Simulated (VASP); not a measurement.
# W (Fd-3m) in VASP: a series of runs

The runs below take W through single point, with revPBE.

All numbers are computed with VASP 6.6.1; they aren't measurements. Logs are shortened: lines on timing, memory, paths and dates and some standing lists are left out, and cuts for length are marked.

### Step 1. The cell of the first run

It takes space group Fd-3m (No. 227, cubic). Conventional cell: a = 5.597 Å, b = 5.597 Å, c = 5.597 Å, α = 90.00°, β = 90.00°, γ = 90.00°. W (site symmetry -43m) has 4 W at 2.42 Å within 3.2 Å.

This isn't the form of W at room conditions, which is bcc.

### Step 2. Single point, revPBE

Contents of INCAR:

```
PREC     = Accurate       # precision mode
ENCUT    = 500            # plane-wave cutoff, eV
EDIFF    = 1E-6           # SCF threshold, eV
ISMEAR   = -1             # smearing method
SIGMA    = 0.05           # smearing width, eV
LREAL    = False          # projectors in reciprocal space
LASPH    = True           # aspherical terms in the spheres
NELM     = 120            # most SCF steps
ALGO     = Normal         # electronic algorithm
ISIF     = 2              # what is computed and relaxed
LWAVE    = False          # write WAVECAR
LCHARG   = False          # write CHGCAR
GGA      = RE             # functional
NBANDS   = 21             # bands
GGA_COMPAT= False
```

Contents of KPOINTS:

```
regular mesh
0
Gamma
  7 7 7
```

Contents of POSCAR:

```
W
1.0
    0.0000000000      2.7987353502      2.7987353502
    2.7987353502      0.0000000000      2.7987353502
    2.7987353502      2.7987353502      0.0000000000
W
2
Direct
    1.0000000000      1.0000000000      1.0000000000
    0.2500000000      0.2500000000      0.2500000000
```

Potentials or basis: VASP PAW PBE potentials, release 64 (W_sv).

Started as:

```bash
cat potpaw_PBE.64/W_sv/POTCAR > POTCAR
mpirun -np 1 vasp_std > vasp.out
```

OUTCAR:

```text
PREC = Accurate
   ENCUT = 500
   EDIFF = 1E-6
   ISMEAR = -1
   LREAL = False
   LASPH = True
   NELM = 120
   ISIF = 2
   GGA = RE

 ion  position               nearest neighbor table
   1  0.000  0.000  0.000-   2 2.42   2 2.42   2 2.42   2 2.42
   2  0.250  0.250  0.250-   1 2.42   1 2.42   1 2.42   1 2.42

  LATTYP: Found a face centered cubic cell.
 ALAT       =     5.5974707004

  Lattice vectors:

 A1 = (   0.0000000000,   2.7987353502,   2.7987353502)
 A2 = (   2.7987353502,   0.0000000000,   2.7987353502)
 A3 = (   2.7987353502,   2.7987353502,   0.0000000000)

Analysis of symmetry for initial positions (statically):
=====================================================================
 Subroutine PRICEL returns:
 Original cell was already a primitive cell.

 Routine SETGRP: Setting up the symmetry group for a
 face centered cubic supercell.

 Subroutine GETGRP returns: Found 48 space group operations
 (whereof 24 operations were pure point group operations)
 out of a pool of 48 trial point group operations.

The static configuration has the point symmetry T_d .
 The point group associated with its full space group is O_h .

Analysis of symmetry for dynamics (positions and initial velocities):
=====================================================================
 Subroutine PRICEL returns:
 Original cell was already a primitive cell.

 Routine SETGRP: Setting up the symmetry group for a
 face centered cubic supercell.

 Subroutine GETGRP returns: Found 48 space group operations
 (whereof 24 operations were pure point group operations)
 out of a pool of 48 trial point group operations.

The dynamic configuration has the point symmetry T_d .
 The point group associated with its full space group is O_h .

 Subroutine INISYM returns: Found 48 space group operations
 (whereof 24 operations are pure point group operations),
 and found     1 'primitive' translations

----------------------------------------------------------------------------------------

                                     Primitive cell

  volume of cell :      43.8445

  direct lattice vectors                    reciprocal lattice vectors
     0.000000000  2.798735350  2.798735350    -0.178652119  0.178652119  0.178652119
     2.798735350  0.000000000  2.798735350     0.178652119 -0.178652119  0.178652119
     2.798735350  2.798735350  0.000000000     0.178652119  0.178652119 -0.178652119

  length of vectors
     3.958009490  3.958009490  3.958009490     0.309434546  0.309434546  0.309434546

  position of ions in fractional coordinates (direct lattice)
     0.000000000  0.000000000  0.000000000
     0.250000000  0.250000000  0.250000000

  ion indices of the primitive-cell ions
   primitive index   ion index
                 1           1
                 2           2

----------------------------------------------------------------------------------------

 KPOINTS: regular mesh

Automatic generation of k-mesh.
 Grid dimensions read from file:
 generate k-points for:    7    7    7

 Generating k-lattice:

  Cartesian coordinates                     Fractional coordinates (reciprocal lattice)
    -0.025521731  0.025521731  0.025521731     0.142857143  0.000000000  0.000000000
     0.025521731 -0.025521731  0.025521731     0.000000000  0.142857143  0.000000000
     0.025521731  0.025521731 -0.025521731     0.000000000  0.000000000  0.142857143

  Length of vectors
     0.044204935  0.044204935  0.044204935

  Shift w.r.t. Gamma in fractional coordinates (k-lattice)
     0.000000000  0.000000000  0.000000000

 Subroutine IBZKPT returns following result:
 ===========================================

 Found     20 irreducible k-points:

 Following reciprocal coordinates:
            Coordinates               Weight
  0.000000  0.000000  0.000000      1.000000
  0.142857  0.000000  0.000000      8.000000
  0.285714  0.000000  0.000000      8.000000
  0.428571  0.000000  0.000000      8.000000
  0.142857  0.142857  0.000000      6.000000
  0.285714  0.142857  0.000000     24.000000
[... 12 lines left out ...]
 -0.428571  0.428571  0.142857     24.000000
 -0.285714  0.428571  0.142857     24.000000
   k-points           NKPTS =     20   k-points in BZ     NKDIM =     20   number of bands    NBANDS=     21
   number of dos      NEDOS =    301   number of ions     NIONS =      2
   total plane-waves  NPLWV =  27000
   dimension x,y,z NGX =    30 NGY =   30 NGZ =   30
   dimension x,y,z NGXF=    60 NGYF=   60 NGZF=   60
   ions per type =               2
   NGX,Y,Z   is equivalent  to a cutoff of  12.60, 12.60, 12.60 a.u.
   NGXF,Y,Z  is equivalent  to a cutoff of  25.20, 25.20, 25.20 a.u.
 SYSTEM =  unknown system
   PREC   = accura    normal or accurate (medium, high low for compatibility)
   ISTART =      0    job   : 0-new  1-cont  2-samecut
   ICHARG =      2    charge: 1-file 2-atom 10-const
   ISPIN  =      1    spin polarized calculation?
   LNONCOLLINEAR =      F non collinear calculations
   LSORBIT =      F    spin-orbit coupling
   LASPH  =      T    aspherical Exc in radial PAW
   ENCUT  =  500.0 eV  36.75 Ry    6.06 a.u.   7.22  7.22  7.22*2*pi/ulx,y,z
   NELM   =    120;   NELMIN=  2; NELMDL= -5     # of ELM steps
   EDIFF  = 0.1E-05   stopping-criterion for ELM
   LREAL  =      F    real-space projection
   EDIFFG = 0.1E-04   stopping-criterion for IOM
   NSW    =      0    number of steps for IOM
   IBRION =     -1    ionic relax: 0-MD 1-quasi-New 2-CG
   NFREE  =      0    steps in history (QN), initial steepest desc. (CG)
   ISIF   =      2    stress and relaxation
   ISYM   =      2    0-nonsym 1-usesym 2-fastsym
   POTIM  = 0.5000    time-step for ionic-motion
   TEBEG  =    0.0;   TEEND  =   0.0 temperature during run
   PSTRESS=    0.0 pullay stress
   NELECT =      28.0000    total number of electrons
   NUPDOWN=      -1.0000    fix difference up-down
   EMIN   =  10.00;   EMAX   =-10.00  energy-range for DOS
   EFERMI =   0.00;   METHOD = LEGACY
   ISMEAR =    -1;   SIGMA  =   0.05  broadening in eV -4-tet -1-fermi 0-gaus
   EFERMI_NEDOS =   21; number of points for ismear=-14 and -15
   IALGO  =     38    algorithm
   IMIX   =      4    mixing-type and parameters
     AMIX     =   0.40;   BMIX     =  1.00
     AMIX_MAG =   1.60;   BMIX_MAG =  1.00
  volume/ion in A,a.u.               =      21.92       147.94
  Fermi-wavevector in a.u.,A,eV,Ry     =   1.409794  2.664124 27.041842  1.987519
  Thomas-Fermi vector in A             =   2.531814
   LORBIT       =      0    0 simple, 1 ext, 2 COOP (PROOUT), +10 PAW based schemes
   GGA     = RE    functional components
   LHFCALC =     F    Hartree Fock is set to
   AEXX    =    0.0000 exact exchange contribution
   IVDW    =     0    specifies the selected vdW correction
   LEPSILON=     F    determine dielectric tensor
   LRPA    =     F    only Hartree local field effects (RPA)
 non-spin polarized calculation
  energy-cutoff  :      500.00
  volume of cell :       43.84
 maximum number of plane-waves:      1139
 NGX is ok and might be reduce to    30
   NGX = 15   NGY = 15   NGZ = 15

 number of electron      28.0000000 magnetization

 Free energy of the ion-electron system (eV)
  ---------------------------------------------------
  ext. energy  EPLUGINS =         0.00000000
  ---------------------------------------------------
  free energy    TOTEN  =       -19.41639289 eV

  energy without entropy =      -19.40115279  energy(sigma->0) =      -19.40877284

 E-fermi :   6.5397     XC(G=0): -11.3256

 val. band max:        6.4949810024   @ k =  -0.4286   0.4286   0.1429
 cond. band min:       6.6023948049   @ k =   0.2857   0.1429   0.0000
 fundamental gap:      0.1074138025
 Fermi energy:         6.5396969062

 k-point     1 :       0.0000    0.0000    0.0000
  band No.  band energies     occupation
      1     -66.5675      2.00000
      2     -66.0684      2.00000
      3     -31.3220      2.00000
      4     -31.3220      2.00000
      5     -31.3220      2.00000
      6     -30.0674      2.00000
[... 13 lines left out ...]
     20      17.6578      0.00000
     21      18.2741      0.00000

 k-point     2 :       0.1429    0.0000    0.0000
  band No.  band energies     occupation
      1     -66.5496      2.00000
      2     -66.0872      2.00000
      3     -31.3513      2.00000
      4     -31.3513      2.00000
      5     -31.3196      2.00000
      6     -30.0714      2.00000
[... 13 lines left out ...]
     20      17.0637      0.00000
     21      18.5186      0.00000

 k-point     3 :       0.2857    0.0000    0.0000
  band No.  band energies     occupation
      1     -66.5027      2.00000
      2     -66.1356      2.00000
      3     -31.4123      2.00000
      4     -31.4123      2.00000
      5     -31.3161      2.00000
      6     -30.0782      2.00000
[... 13 lines left out ...]
     20      15.0184      0.00000
     21      16.7806      0.00000

 k-point     4 :       0.4286    0.0000    0.0000
  band No.  band energies     occupation
      1     -66.4535      2.00000
      2     -66.1863      2.00000
      3     -31.4574      2.00000
      4     -31.4574      2.00000
      5     -31.3151      2.00000
      6     -30.0814      2.00000
[... 13 lines left out ...]
     20      12.2178      0.00000
     21      16.7796      0.00000

 k-point     5 :       0.1429    0.1429    0.0000
  band No.  band energies     occupation
      1     -66.5433      2.00000
      2     -66.0937      2.00000
      3     -31.3854      2.00000
      4     -31.3854      2.00000
      5     -31.2619      2.00000
      6     -30.1342      2.00000
[... 13 lines left out ...]
     20      16.9029      0.00000
     21      19.0828      0.00000
[... 286 lines left out ...]
     20      14.5610      0.00000
     21      15.2320      0.00000

 k-point    18 :      -0.4286    0.2857    0.1429
  band No.  band energies     occupation
      1     -66.4085      2.00000
      2     -66.2322      2.00000
      3     -31.6036      2.00000
      4     -31.5262      2.00000
      5     -31.0232      2.00000
      6     -30.3760      2.00000
[... 13 lines left out ...]
     20      12.4199      0.00000
     21      14.4835      0.00000

 k-point    19 :      -0.4286    0.4286    0.1429
  band No.  band energies     occupation
      1     -66.3705      2.00000
      2     -66.2705      2.00000
      3     -31.6101      2.00000
      4     -31.5866      2.00000
      5     -30.8521      2.00000
      6     -30.5575      2.00000
[... 13 lines left out ...]
     20      12.7339      0.00000
     21      12.8937      0.00000

 k-point    20 :      -0.2857    0.4286    0.1429
  band No.  band energies     occupation
      1     -66.3552      2.00000
      2     -66.2860      2.00000
      3     -31.6301      2.00000
      4     -31.5773      2.00000
      5     -30.8383      2.00000
      6     -30.5642      2.00000
[... 13 lines left out ...]
     20      12.2103      0.00000
     21      12.8836      0.00000

------------------------ aborting loop because EDIFF is reached ----------------------------------------

  FORCE on cell =-STRESS in cart. coord.  units (eV):
  Direction    XX          YY          ZZ          XY          YZ          ZX
  --------------------------------------------------------------------------------------
  -------------------------------------------------------------------------------------
  Total        5.7774225      5.7774225      5.7774225      0.0000000     -0.0000000      0.0000000
  in kB      211.1199217    211.1199217    211.1199217      0.0000000     -0.0000000      0.0000000
  external PRESSURE =     211.1199217 kB  Pullay stress =       0.0000000 kB

 VOLUME and BASIS-vectors are now :
 -----------------------------------------------------------------------------
  energy-cutoff  :      500.00
  volume of cell :       43.84
      direct lattice vectors                 reciprocal lattice vectors
     0.000000000  2.798735350  2.798735350    -0.178652119  0.178652119  0.178652119
     2.798735350  0.000000000  2.798735350     0.178652119 -0.178652119  0.178652119
     2.798735350  2.798735350  0.000000000     0.178652119  0.178652119 -0.178652119

 POSITION                                       TOTAL-FORCE (eV/Angst)
 -----------------------------------------------------------------------------------
      0.00000      0.00000      0.00000        -0.000000     -0.000000     -0.000000
      1.39937      1.39937      1.39937         0.000000      0.000000      0.000000
 -----------------------------------------------------------------------------------
    total drift:                                0.000000     -0.000000      0.000000

  FREE ENERGIE OF THE ION-ELECTRON SYSTEM (eV)
  ---------------------------------------------------
  free  energy   TOTEN  =       -19.4163928905 eV

  energy  without entropy=      -19.4011527883  energy(sigma->0) =      -19.40877284
```

Wall time 9.3 s (1 thread of AMD EPYC 9R45 (Zen 5), shared host); peak memory 0.14 GiB.

Results:

* Free energy: -19.4164 eV
* Pressure: 21.1 GPa
* Band gap on the k mesh: zero (bands 14 and 15 overlap by 0.74 eV)

Caveat: the cell stands under pressure; the PAW data sets were made with another functional, which shifts forces and pressure a little; spin-orbit coupling is left out, which moves the levels of the heavy elements.

### Step 3. Single point, revPBE

This run uses another cell than the first one, of 23.25 Å³/atom.

Contents of INCAR:

```
ALGO = Normal
EDIFF = 1E-6
ENCUT = 500
GGA = RE
GGA_COMPAT = F
ISIF = 2
ISMEAR = -1
LASPH = T
LCHARG = F
LREAL = F
LWAVE = F
NBANDS = 21
NELM = 120
PREC = Accurate
SIGMA = 0.05
```

Contents of KPOINTS:

```
k-points
0
Gamma
  7 7 7
```

Contents of POSCAR:

```
W
1.0
    0.0000000000      2.8539633303      2.8539633303
    2.8539633303      0.0000000000      2.8539633303
    2.8539633303      2.8539633303      0.0000000000
W
2
Direct
    1.0000000000      1.0000000000      1.0000000000
    0.2500000000      0.2500000000      0.2500000000
```

Potentials or basis: VASP PAW PBE potentials, release 64 (W_sv).

Started as:

```bash
cat potpaw_PBE.64/W_sv/POTCAR > POTCAR
mpirun -np 1 vasp_std > vasp.out
```

Run time: 9 s. Hardware: 1 thread of AMD EPYC 9R45 (Zen 5), shared host; peak memory 0.14 GiB.

The run converged. Its results:

| Property | Result |
| --- | --- |
| Free energy | -19.6772 eV |
| Pressure | 10.8 GPa |
| Band gap on the k mesh | zero (bands 14 and 15 overlap by 0.81 eV) |

Levels at points of the mesh, in eV from the Fermi level:
```csv
k point,band 11,band 12,band 13,band 14,band 15,band 16,band 17,band 18
"(0.00, 0.00, 0.00)",-2.08,-1.16,-1.16,-1.16,1.62,1.62,1.62,5.67
```

Caveat: the cell stands under pressure; the PAW data sets were made with another functional, which shifts forces and pressure a little; spin-orbit coupling is left out, which moves the levels of the heavy elements.
